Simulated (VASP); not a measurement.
# BN: single point with PBE

The system is BN.

```
B N
1.0
     2.53600    0.00000    0.00000
    -1.26800    2.19624    0.00000
     0.00000    0.00000    4.19900
B N
2 2
Direct
  0.66667 0.33333 0.00000
  0.33333 0.66667 0.50000
  0.66667 0.33333 0.37500
  0.33333 0.66667 0.87500
```

```yaml
Program: VASP 6.6.1
Task: single point
Functional: PBE
Potentials_or_basis: VASP PAW PBE potentials, release 64 (B, N)
Cutoff: 600 eV
k_mesh: 5 × 5 × 3
Occupations: gaussian, width 0.01 eV
Spin: no spin polarisation
Dipole_correction: no
Further_INCAR_settings: ALGO = Normal; EDIFF = 1e-06; NBANDS = 16
```

* Pressure: 8.1 GPa
* Largest force: 0.044 eV/Å
* Band gap on the k mesh: 6.00 eV, indirect (least direct gap 8.43 eV)

Forces in eV/Å, atoms in the order of the input:
```
B    0.000  0.000  0.044
B    0.000  0.000  0.044
N    0.000  0.000 -0.044
N    0.000  0.000 -0.044
```

Stress tensor (GPa, compression positive):
```
8.59 0.00 0.00
0.00 8.59 0.00
0.00 0.00 7.08
```

Levels at points of the mesh, in eV from the valence-band top:
| k point | band 5 | band 6 | band 7 | band 8 | band 9 | band 10 | band 11 | band 12 |
| --- | --- | --- | --- | --- | --- | --- | --- | --- |
| (0.00, 0.00, 0.00) | -2.14 | -0.25 | 0.00 | 0.00 | 8.44 | 8.44 | 8.62 | 9.69 |

Run time: 4.9 s on 1 thread of Intel(R) Xeon(R) Platinum 8488C (Sapphire Rapids), with other jobs on the host, peak memory 0.13 GiB.

Caveat: the k points lie up to 0.57 Å⁻¹ apart. As with any semilocal functional, this PBE gap is likely too small.
